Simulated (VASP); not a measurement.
Set up this calculation in VASP 6.6.1, as the native input.

```yaml
Task: relaxation of the atoms
Functional: PBE
Potentials_or_basis: VASP PAW PBE potentials, release 64 (Pb_d, Te)
Cutoff: 450 eV
k_mesh: 6 × 6 × 1
Occupations: gaussian, width 0.05 eV
Spin: no spin polarisation
Dipole_correction: yes
Further_INCAR_settings: ALGO = Normal; EDIFF = 1e-07; NELMDL = -8; IBRION = 2; EDIFFG = -0.02; NSW = 80
```

The structure of TePb lies in POSCAR:

```
TePb
1.0
    4.6453450440      0.0000000000      0.0000000000
    0.0000000000      4.6453450440      0.0000000000
    0.0000000000      0.0000000000     24.8542649447
Pb Te
4 4
Direct
    0.0000000000      0.0000000000      0.3017590750
    0.5000000000      0.5000000000      0.4339196917
    0.0000000000      0.0000000000      0.5660803083
    0.5000000000      0.5000000000      0.6982409250
    0.5000000000      0.5000000000      0.3017590750
    0.0000000000      0.0000000000      0.4339196917
    0.5000000000      0.5000000000      0.5660803083
    0.0000000000      0.0000000000      0.6982409250
```

The input as run:

INCAR

```
SYSTEM = TePb
ALGO = Normal
DIPOL = 0.5 0.5 0.500
EDIFF = 1E-7
EDIFFG = -0.02
ENCUT = 450
GGA = PE
GGA_COMPAT = .False.
IBRION = 2
IDIPOL = 3
ISIF = 2
ISMEAR = 0
KPAR = 4
LASPH = .True.
LCHARG = .False.
LDIPOL = .True.
LREAL = .False.
LWAVE = .False.
NELM = 120
NELMDL = -8
NELMIN = 4
NSW = 80
PREC = Accurate
SIGMA = 0.05
```

KPOINTS

```
k-points
0
Gamma
  6 6 1
  0 0 0
```

Potentials or basis: VASP PAW PBE potentials, release 64 (Pb_d, Te).

Run with:

```sh
$ cat potpaw_PBE.64/Pb_d/POTCAR potpaw_PBE.64/Te/POTCAR > POTCAR
$ mpirun -np 4 vasp_std > vasp.out
```

It gave:

The energy gained by relaxing is 25.2 meV/atom and the ionic steps are 14. The largest force after relaxing is 0.007 eV/Å and the band gap on the k mesh is 1.33 eV.

Caveat: spin-orbit coupling is left out, which moves the levels of the heavy elements.

Wall time 16 min on 4 MPI ranks on AMD EPYC 7R13 Processor (Zen 3), on a shared host, peak memory 0.57 GiB a rank.
